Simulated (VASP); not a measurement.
# BeCu2SnSe4 (I-42m) in VASP: single point with PBEsol

Aim: the single point of BeCu2SnSe4 with PBEsol.

Everything below comes from runs of VASP 6.6.1. Logs are shortened: lines on timing, memory, paths and dates and some standing lists are left out, and cuts for length are marked.

## Step 1: The cell of the first run

It takes space group I-42m (No. 121, tetragonal). The conventional cell has a = 5.501 Å, b = 5.501 Å, c = 11.149 Å, α = 90.00°, β = 90.00°, γ = 90.00°. Cu (site symmetry -4) has 4 Se at 2.38 Å within 3.1 Å. Within 3.0 Å of Be (site symmetry -42m) lie 4 Se at 2.25 Å. Sn (site symmetry -42m) has 4 Se at 2.60 Å within 3.4 Å. Se (site symmetry m) has 1 Be at 2.25 Å and 2 Cu at 2.38 Å and 1 Sn at 2.60 Å within 3.0 Å.

## Step 2: Single point, PBEsol

The input, INCAR:

```
ALGO = Normal
EDIFF = 1E-7
ENCUT = 520
GGA = PS
ISIF = 2
ISMEAR = -1
LASPH = True
LCHARG = False
LREAL = False
LWAVE = False
NBANDS = 41
NELM = 60
PREC = Accurate
SIGMA = 0.03
```

The input, KPOINTS:

```
k-points
0
Gamma
  6 6 6
```

The input, POSCAR:

```
BeCu2SnSe4
1.0
   -2.7503276693      2.7503276693      5.5745453874
    2.7503276693     -2.7503276693      5.5745453874
    2.7503276693      2.7503276693     -5.5745453874
Cu Be Sn Se
2 1 1 4
Direct
    0.7500000000      0.2500000000      0.5000000000
    0.2500000000      0.7500000000      0.5000000000
    0.0000000000      0.0000000000      0.0000000000
    0.5000000000      0.5000000000      0.0000000000
    0.9080190168      0.9080190168      0.5573490562
    0.0919809832      0.6493300394      0.0000000000
    0.6493300394      0.0919809832      0.0000000000
    0.3506699606      0.3506699606      0.4426509438
```

Potentials or basis: VASP PAW PBE potentials, release 64 (Cu, Be, Sn_d, Se).

Launch:

```bash
cat potpaw_PBE.64/Cu/POTCAR potpaw_PBE.64/Be/POTCAR potpaw_PBE.64/Sn_d/POTCAR potpaw_PBE.64/Se/POTCAR > POTCAR
mpirun -np 1 vasp_std > vasp.out
```

OUTCAR:

```text
EDIFF = 1E-7
   ENCUT = 520
   GGA = PS
   ISIF = 2
   ISMEAR = -1
   LASPH = True
   LREAL = False
   NELM = 60
   PREC = Accurate

 ion  position               nearest neighbor table
   1  0.750  0.250  0.500-   8 2.38   6 2.38   7 2.38   5 2.38
   2  0.250  0.750  0.500-   8 2.38   7 2.38   6 2.38   5 2.38
   3  0.000  0.000  0.000-   5 2.25   6 2.25   7 2.25   8 2.25
   4  0.500  0.500  0.000-   6 2.60   7 2.60   5 2.60   8 2.60
   5  0.908  0.908  0.557-   3 2.25   2 2.38   1 2.38   4 2.60
   6  0.092  0.649  0.000-   3 2.25   2 2.38   1 2.38   4 2.60
   7  0.649  0.092  0.000-   3 2.25   1 2.38   2 2.38   4 2.60
   8  0.351  0.351  0.443-   3 2.25   2 2.38   1 2.38   4 2.60

  LATTYP: Found a body centered tetragonal cell.
 ALAT       =     5.5006553386
 C/A-ratio  =     2.0268659075

  Lattice vectors:

 A1 = (  -2.7503276693,   2.7503276693,   5.5745453874)
 A2 = (   2.7503276693,  -2.7503276693,   5.5745453874)
 A3 = (   2.7503276693,   2.7503276693,  -5.5745453874)

Analysis of symmetry for initial positions (statically):
=====================================================================
 Subroutine PRICEL returns:
 Original cell was already a primitive cell.

 Routine SETGRP: Setting up the symmetry group for a
 body centered tetragonal supercell.

 Subroutine GETGRP returns: Found  8 space group operations
 (whereof  8 operations were pure point group operations)
 out of a pool of 16 trial point group operations.

The static configuration has the point symmetry D_2d.

Analysis of symmetry for dynamics (positions and initial velocities):
=====================================================================
 Subroutine PRICEL returns:
 Original cell was already a primitive cell.

 Routine SETGRP: Setting up the symmetry group for a
 body centered tetragonal supercell.

 Subroutine GETGRP returns: Found  8 space group operations
 (whereof  8 operations were pure point group operations)
 out of a pool of 16 trial point group operations.

The dynamic configuration has the point symmetry D_2d.

 Subroutine INISYM returns: Found  8 space group operations
 (whereof  8 operations are pure point group operations),
 and found     1 'primitive' translations

----------------------------------------------------------------------------------------

                                     Primitive cell

  volume of cell :     168.6702

  direct lattice vectors                    reciprocal lattice vectors
    -2.750327669  2.750327669  5.574545387     0.000000000  0.181796520  0.089693413
     2.750327669 -2.750327669  5.574545387     0.181796520  0.000000000  0.089693413
     2.750327669  2.750327669 -5.574545387     0.181796520  0.181796520  0.000000000

  length of vectors
     6.797364258  6.797364258  6.797364258     0.202718729  0.202718729  0.257099105

  position of ions in fractional coordinates (direct lattice)
     0.750000000  0.250000000  0.500000000
     0.250000000  0.750000000  0.500000000
     0.000000000  0.000000000  0.000000000
     0.500000000  0.500000000  0.000000000
     0.908019017  0.908019017  0.557349056
     0.091980983  0.649330039  0.000000000
     0.649330039  0.091980983  0.000000000
     0.350669961  0.350669961  0.442650944

  ion indices of the primitive-cell ions
   primitive index   ion index
                 1           1
                 2           2
                 3           3
                 4           4
                 5           5
                 6           6
                 7           7
                 8           8

----------------------------------------------------------------------------------------

 KPOINTS: k-points

Automatic generation of k-mesh.
 Grid dimensions read from file:
 generate k-points for:    6    6    6

 Generating k-lattice:

  Cartesian coordinates                     Fractional coordinates (reciprocal lattice)
     0.000000000  0.030299420  0.014948902     0.166666667  0.000000000 -0.000000000
     0.030299420  0.000000000  0.014948902     0.000000000  0.166666667 -0.000000000
     0.030299420  0.030299420  0.000000000     0.000000000  0.000000000  0.166666667

  Length of vectors
     0.033786455  0.033786455  0.042849851

  Shift w.r.t. Gamma in fractional coordinates (k-lattice)
     0.000000000  0.000000000  0.000000000

 Subroutine IBZKPT returns following result:
 ===========================================

 Found     30 irreducible k-points:

 Following reciprocal coordinates:
            Coordinates               Weight
  0.000000  0.000000  0.000000      1.000000
  0.166667 -0.000000  0.000000      8.000000
  0.333333 -0.000000  0.000000      8.000000
  0.500000 -0.000000  0.000000      4.000000
  0.166667  0.166667  0.000000      8.000000
  0.333333  0.166667  0.000000     16.000000
[... 16 lines left out ...]
 -0.333333 -0.333333  0.166667      8.000000
 -0.166667 -0.333333  0.166667      8.000000
 [... further k-points ...]
   k-points           NKPTS =     30   k-points in BZ     NKDIM =     30   number of bands    NBANDS=     41
   number of dos      NEDOS =    301   number of ions     NIONS =      8
   total plane-waves  NPLWV = 157464
   dimension x,y,z NGX =    54 NGY =   54 NGZ =   54
   dimension x,y,z NGXF=   108 NGYF=  108 NGZF=  108
   ions per type =               2   1   1   4
   NGX,Y,Z   is equivalent  to a cutoff of  13.21, 13.21, 13.21 a.u.
   NGXF,Y,Z  is equivalent  to a cutoff of  26.41, 26.41, 26.41 a.u.
 SYSTEM =  unknown system
   PREC   = accura    normal or accurate (medium, high low for compatibility)
   ISTART =      0    job   : 0-new  1-cont  2-samecut
   ICHARG =      2    charge: 1-file 2-atom 10-const
   ISPIN  =      1    spin polarized calculation?
   LNONCOLLINEAR =      F non collinear calculations
   LSORBIT =      F    spin-orbit coupling
   LASPH  =      T    aspherical Exc in radial PAW
   ENCUT  =  520.0 eV  38.22 Ry    6.18 a.u.  12.64 12.64 12.64*2*pi/ulx,y,z
   NELM   =     60;   NELMIN=  2; NELMDL= -5     # of ELM steps
   EDIFF  = 0.1E-06   stopping-criterion for ELM
   LREAL  =      F    real-space projection
   EDIFFG = 0.1E-05   stopping-criterion for IOM
   NSW    =      0    number of steps for IOM
   IBRION =     -1    ionic relax: 0-MD 1-quasi-New 2-CG
   NFREE  =      0    steps in history (QN), initial steepest desc. (CG)
   ISIF   =      2    stress and relaxation
   ISYM   =      2    0-nonsym 1-usesym 2-fastsym
   POTIM  = 0.5000    time-step for ionic-motion
   TEBEG  =    0.0;   TEEND  =   0.0 temperature during run
   PSTRESS=    0.0 pullay stress
   NELECT =      62.0000    total number of electrons
   NUPDOWN=      -1.0000    fix difference up-down
   EMIN   =  10.00;   EMAX   =-10.00  energy-range for DOS
   EFERMI =   0.00;   METHOD = LEGACY
   ISMEAR =    -1;   SIGMA  =   0.03  broadening in eV -4-tet -1-fermi 0-gaus
   EFERMI_NEDOS =   21; number of points for ismear=-14 and -15
   IALGO  =     38    algorithm
   IMIX   =      4    mixing-type and parameters
     AMIX     =   0.40;   BMIX     =  1.00
     AMIX_MAG =   1.60;   BMIX_MAG =  1.00
  volume/ion in A,a.u.               =      21.08       142.28
  Fermi-wavevector in a.u.,A,eV,Ry     =   1.172715  2.216111 18.711567  1.375261
  Thomas-Fermi vector in A             =   2.309140
   LORBIT       =      0    0 simple, 1 ext, 2 COOP (PROOUT), +10 PAW based schemes
   GGA     = PS    functional components
   LHFCALC =     F    Hartree Fock is set to
   AEXX    =    0.0000 exact exchange contribution
   IVDW    =     0    specifies the selected vdW correction
   LEPSILON=     F    determine dielectric tensor
   LRPA    =     F    only Hartree local field effects (RPA)
 non-spin polarized calculation
  energy-cutoff  :      520.00
  volume of cell :      168.67
 maximum number of plane-waves:      4570
 NGX is ok and might be reduce to    54
   NGX = 25   NGY = 25   NGZ = 25

 number of electron      62.0000000 magnetization

 Free energy of the ion-electron system (eV)
  ---------------------------------------------------
  ext. energy  EPLUGINS =         0.00000000
  ---------------------------------------------------
  free energy    TOTEN  =       -35.28534276 eV

  energy without entropy =      -35.28342084  energy(sigma->0) =      -35.28438180

 E-fermi :   4.5400     XC(G=0):  -9.8220

 val. band max:        4.5306364629   @ k =   0.3333   0.3333   0.1667
 cond. band min:       4.5742954289   @ k =  -0.1667   0.1667   0.0000
 fundamental gap:      0.0436589660
 Fermi energy:         4.5399631439

 k-point     1 :       0.0000    0.0000    0.0000
  band No.  band energies     occupation
      1     -17.6288      2.00000
      2     -17.6288      2.00000
      3     -17.6073      2.00000
      4     -17.5888      2.00000
      5     -17.5480      2.00000
      6     -10.0459      2.00000
[... 33 lines left out ...]
     40       9.7773      0.00000
     41      10.5790      0.00000

 k-point     2 :       0.1667   -0.0000    0.0000
  band No.  band energies     occupation
      1     -17.6289      2.00000
      2     -17.6288      2.00000
      3     -17.6075      2.00000
      4     -17.5887      2.00000
      5     -17.5479      2.00000
      6      -9.9496      2.00000
[... 33 lines left out ...]
     40       9.6843      0.00000
     41      10.1842      0.00000

 k-point     3 :       0.3333   -0.0000    0.0000
  band No.  band energies     occupation
      1     -17.6291      2.00000
      2     -17.6288      2.00000
      3     -17.6077      2.00000
      4     -17.5886      2.00000
      5     -17.5476      2.00000
      6      -9.6790      2.00000
[... 33 lines left out ...]
     40      10.2906      0.00000
     41      10.3511      0.00000

 k-point     4 :       0.5000   -0.0000    0.0000
  band No.  band energies     occupation
      1     -17.6293      2.00000
      2     -17.6288      2.00000
      3     -17.6079      2.00000
      4     -17.5885      2.00000
      5     -17.5475      2.00000
      6      -9.2990      2.00000
[... 825 lines left out ...]
     40      10.1139      0.00000
     41      10.3531      0.00000

 k-point    23 :      -0.3333   -0.3333    0.1667
  band No.  band energies     occupation
      1     -17.6289      2.00000
      2     -17.6288      2.00000
      3     -17.6076      2.00000
      4     -17.5886      2.00000
      5     -17.5478      2.00000
      6      -9.6381      2.00000
[... 33 lines left out ...]
     40       9.8163      0.00000
     41      10.1161      0.00000

 k-point    24 :      -0.1667   -0.3333    0.1667
  band No.  band energies     occupation
      1     -17.6289      2.00000
      2     -17.6288      2.00000
      3     -17.6075      2.00000
      4     -17.5887      2.00000
      5     -17.5479      2.00000
      6      -9.8135      2.00000
[... 33 lines left out ...]
     40       9.4475      0.00000
     41       9.8577      0.00000

 [... further k-points ...]
[... 5 lines left out ...]
  --------------------------------------------------------------------------------------
  -------------------------------------------------------------------------------------
  Total        0.1841245      0.1841245      0.1950208      0.0000000     -0.0000000      0.0000000
  in kB        1.7489764      1.7489764      1.8524783      0.0000000     -0.0000000      0.0000000
  external PRESSURE =       1.7834770 kB  Pullay stress =       0.0000000 kB

 VOLUME and BASIS-vectors are now :
 -----------------------------------------------------------------------------
  energy-cutoff  :      520.00
  volume of cell :      168.67
      direct lattice vectors                 reciprocal lattice vectors
    -2.750327669  2.750327669  5.574545387     0.000000000  0.181796520  0.089693413
     2.750327669 -2.750327669  5.574545387     0.181796520  0.000000000  0.089693413
     2.750327669  2.750327669 -5.574545387     0.181796520  0.181796520  0.000000000

 POSITION                                       TOTAL-FORCE (eV/Angst)
 -----------------------------------------------------------------------------------
     -0.00000      2.75033      2.78727         0.000000     -0.000000      0.000000
      2.75033     -0.00000      2.78727         0.000000     -0.000000      0.000000
      0.00000      0.00000      0.00000         0.000000      0.000000      0.000000
      0.00000      0.00000      5.57455        -0.000000      0.000000      0.000000
      1.53289      1.53289      7.01662        -0.006115     -0.006115     -0.020673
      1.53289     -1.53289      4.13247        -0.006115      0.006115      0.020673
     -1.53289      1.53289      4.13247         0.006115     -0.006115      0.020673
      1.21744      1.21744      1.44207         0.006115      0.006115     -0.020673
 -----------------------------------------------------------------------------------
    total drift:                               -0.000001     -0.000001     -0.000002

  FREE ENERGIE OF THE ION-ELECTRON SYSTEM (eV)
  ---------------------------------------------------
  free  energy   TOTEN  =       -35.2853427607 eV

  energy  without entropy=      -35.2834208390  energy(sigma->0) =      -35.28438180
```

It took 7.9 min on 1 thread of Intel Xeon Platinum 8375C at 2.90GHz (Ice Lake), shared host; peak memory 0.53 GiB.

Results:

- Free energy: -35.2853 eV
- Pressure: 0.2 GPa
- Largest force: 0.022 eV/Å
- Band gap on the k mesh: zero (band 31 reaches 4.65 eV, above the bottom of band 32 at 4.39 eV)

Forces in eV/Å, atoms in the order of the input:
```
Cu   0.000  0.000  0.000
Cu   0.000  0.000  0.000
Be   0.000  0.000  0.000
Sn   0.000  0.000  0.000
Se  -0.006 -0.006 -0.021
Se  -0.006  0.006  0.021
Se   0.006 -0.006  0.021
Se   0.006  0.006 -0.021
```

Caveat: the PAW data sets were made with another functional, which shifts forces and pressure a little; spin-orbit coupling is left out, which moves the levels of the heavy elements. With open d or f shells a metallic result of PBEsol can be an artefact of self-interaction; +U or a hybrid may open a gap.
